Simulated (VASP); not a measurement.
Set up this calculation in VASP 6.6.1, as the native input.

```
Task                   : single point
Functional             : PBE
Potentials or basis    : VASP PAW PBE potentials, release 64 (B, N)
Cutoff                 : 520 eV
k mesh                 : 8 × 8 × 10
Occupations            : gaussian, width 0.1 eV
Spin                   : no spin polarisation
Dipole correction      : no
Further INCAR settings : ALGO = Normal; EDIFF = 1e-07; NBANDS = 22
```

The structure of B4N3 lies in POSCAR:

```
B4N3
1.0
    2.4506444503     -4.1680012177      0.0201734249
    2.4506444503      4.1680012177      0.0201734249
   -1.6058284674      0.0000000000      2.7283892521
B N
4 3
Direct
    0.0560077322      0.5475728290      0.6760397542
    0.4524271710      0.9439922678      0.3239602458
    0.4942250176      0.5057749824      0.5000000000
    0.0006353589      0.9993646411      0.5000000000
    0.8320694894      0.1679305106      0.5000000000
    0.8421655690      0.6775872406      0.5374824203
    0.3224127594      0.1578344310      0.4625175797
```

This cell differs from its parent crystal: volume scaled by 0.94, then relaxed in part.

These files were run (other wordings do the same):

INCAR

```
ALGO = Normal ; EDIFF = 1E-7
ENCUT = 520 ; GGA = PE
ISIF = 2 ; ISMEAR = 0
LASPH = True ; LCHARG = False
LREAL = False ; LWAVE = False
NBANDS = 22 ; NELM = 60
PREC = Accurate ; SIGMA = 0.1
```

KPOINTS

```
k-points
0
Gamma
  8 8 10
```

Potentials or basis: VASP PAW PBE potentials, release 64 (B, N).

Launch:

```bash
$ cat potpaw_PBE.64/B/POTCAR potpaw_PBE.64/N/POTCAR > POTCAR
$ mpirun -np 1 vasp_std > vasp.out
```

It gave:

| Property | Result |
| --- | --- |
| Pressure | 6.3 GPa |
| Largest force | 0.019 eV/Å |

Wall time 88 s on 1 thread of Intel(R) Xeon(R) 6975P-C (Granite Rapids), with other jobs on the host, peak memory 0.29 GiB.
